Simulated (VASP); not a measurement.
A run of VASP 6.6.1:

File INCAR:

```
SYSTEM = Cd2HgS3
PREC     = Accurate       ! precision mode
ENCUT    = 520            ! plane-wave cutoff, eV
EDIFF    = 1E-6           ! SCF threshold, eV
ISMEAR   = 0              ! smearing method
SIGMA    = 0.1            ! smearing width, eV
LREAL    = .False.        ! projectors in reciprocal space
LASPH    = .True.         ! aspherical terms in the spheres
NELM     = 60             ! most SCF steps
ALGO     = Normal         ! electronic algorithm
ISIF     = 2              ! what is computed and relaxed
LWAVE    = .False.        ! write WAVECAR
LCHARG   = .True.         ! write CHGCAR
GGA      = PE             ! functional
LELF     = .True.         ! ELF
LVHAR    = .True.       
NBANDS   = 66             ! bands
```

The input KPOINTS:

```
Automatic mesh
0
Gamma
  4 2 2
  0 0 0
```

File POSCAR:

```
Cd2HgS3
1.0
    3.6231777000      2.0553410000      0.0000000000
    3.6231777000     -6.1660230000      0.0000000000
    1.1097476000      0.0000000000     -9.6919747000
Cd Hg S
4 2 6
Direct
    0.0938120000      0.4994410000      0.8368310000
    0.5938120000      0.9994410000      0.8368310000
    0.2039325000      0.2028145000      0.1631690000
    0.7039325000      0.7028145000      0.1631690000
    0.6540025000      0.3459975000      0.5000000000
    0.1540025000      0.8459975000      0.5000000000
    0.7579980000      0.2420020000      0.0000000000
    0.2579980000      0.7420020000      0.0000000000
    0.0187470000      0.4794120000      0.3184620000
    0.5187470000      0.9794120000      0.3184620000
    0.2715085000      0.2303325000      0.6815380000
    0.7715085000      0.7303325000      0.6815380000
```

Potentials or basis: VASP PAW PBE potentials, release 64 (Cd, Hg, S).

The run is started by

```sh
$ cat potpaw_PBE.64/Cd/POTCAR potpaw_PBE.64/Hg/POTCAR potpaw_PBE.64/S/POTCAR > POTCAR
$ mpirun -np 1 vasp_std > vasp.out
```

Hardware: 1 thread of Intel Xeon 8259CL (shared host).

**Question.** Estimate the wall time of this run.

**Answer.** It took 8.3 min on 1 thread of Intel Xeon 8259CL, on a shared host, peak memory 0.47 GiB. Counts: scf iterations 15, k points 12.
